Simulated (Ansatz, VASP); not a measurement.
HfO2: VASP beside Ansatz

The input INCAR:

```
PREC = Accurate
ENCUT = 520
EDIFF = 1E-6
ISMEAR = 0
SIGMA = 0.05
LREAL = False
LASPH = True
NELM = 80
ALGO = Normal
ISIF = 2
LWAVE = False
LCHARG = False
GGA = PS
NBANDS = 31
```

KPOINTS

```
regular mesh
0
Gamma
  6 6 8
```

POSCAR

```
HfO2
1.0
    4.8307835077      0.0000000000      0.0000000000
    0.0000000000      4.8307835077      0.0000000000
    0.0000000000      0.0000000000      3.2101828971
Hf O
2 4
Direct
    0.0000000000      0.0000000000     -0.0464771026
    0.5000000000      0.5000000000      0.5464771026
    0.1384527705      0.7484870443      0.4824506977
    0.3615472295      0.2484870443      0.0175493023
    0.6384527705      0.7515129557      0.0175493023
    0.8615472295      0.2515129557      0.4824506977
```

Input for Ansatz:

```yaml
crystal:
  lattice:
    - [4.8307835077, 0.0, 0.0]
    - [0.0, 4.8307835077, 0.0]
    - [0.0, 0.0, 3.2101828971]
  atoms:
    - { symbol: Hf, position: [0.0, 0.0, -0.0464771026] }
    - { symbol: Hf, position: [0.5, 0.5, 0.5464771026] }
    - { symbol: O, position: [0.1384527705, 0.7484870443, 0.4824506977] }
    - { symbol: O, position: [0.3615472295, 0.2484870443, 0.0175493023] }
    - { symbol: O, position: [0.6384527705, 0.7515129557, 0.0175493023] }
    - { symbol: O, position: [0.8615472295, 0.2515129557, 0.4824506977] }
basis:
  ecutwfc: 520.0
kpoints:
  mp_grid: { grid: [6, 6, 8] }
hamiltonian:
  xc: pbesol
  pseudopotentials: { kind: paw, azcp: { folder: soft_1 } }
scf:
  occupations: { method: gaussian, width: 0.05 }
output:
  forces: true
  stress: true
  eigenvalues: true
```

Change from the starting cell: mode 4 frozen in at -0.149 Å and mode 5 at -0.386 Å (largest displacements).

Alike in both runs: task single point; functional PBEsol; k mesh 6 × 6 × 8; occupations gaussian, width 0.05 eV; no spin polarisation.

|  | VASP | Ansatz |
| --- | --- | --- |
| version | VASP 6.6.1 | Ansatz 0.2.0 |
| potentials or method | VASP PAW PBE potentials, release 64 (Hf_pv, O), cutoff 520 eV | scalar-relativistic, plane waves, PAW |
| valence electrons in the cell | 44 | 76 |

```csv
,VASP,Ansatz,Ansatz less VASP
gap on the k mesh at the Fermi level (eV),3.90,3.93,+0.032
least direct gap on the mesh (eV),3.95,3.94,-0.002
pressure (GPa),-10.7,-8.1,+2.60
"traceless stress, the component that is largest in VASP (GPa)",-1.79,-1.84,-0.049
rms of the force components (eV/Å),0.520,0.482,-0.0376
```

VASP's potentials were made for PBE, not for PBEsol, and Ansatz warns of the same on its side. Atom by atom the forces differ by 0.042 eV/Å (rms over components). VASP's potentials hold 44 valence electrons a cell and Ansatz's 76, so a difference there can come from the potentials and not from the codes.

Spin-orbit coupling is off throughout.
